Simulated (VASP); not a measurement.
N, 16 atoms in the cell. It takes space group R-3c (No. 167, trigonal). Conventional cell: a = 9.862 Å, b = 9.862 Å, c = 13.207 Å, α = 90.00°, β = 90.00°, γ = 120.00°. N (site symmetry 1) has 1 N at 1.11 Å within 1.5 Å. Within 1.5 Å of N (site symmetry 3) lie 1 N at 1.11 Å. 

| Item | Value |
| --- | --- |
| Program | VASP 6.6.1 |
| Task | electric field gradients |
| Functional | PBE |
| Potentials or basis | VASP PAW PBE potentials, release 64 (N) |
| Cutoff | 520 eV |
| k mesh | 5 × 5 × 5 |
| Occupations | fermi-dirac, width 0.05 eV |
| Spin | no spin polarisation |
| Dipole correction | no |
| Further INCAR settings | LREAL = Auto; ALGO = Normal; EDIFF = 1e-08; NBANDS = 54 |

Potentials or basis: VASP PAW PBE potentials, release 64 (N).

Launch:

```bash
$ cat potpaw_PBE.64/N/POTCAR > POTCAR
$ mpirun -np 1 vasp_std > vasp.out
```

Hardware: 1 thread of Intel Xeon 8259CL (shared host).

Q: How long does it take, and how much memory?

A: Run time: 19 min on 1 thread of Intel Xeon 8259CL, with other jobs on the host, peak memory 0.52 GiB. Counts: scf iterations 18, k points 19.
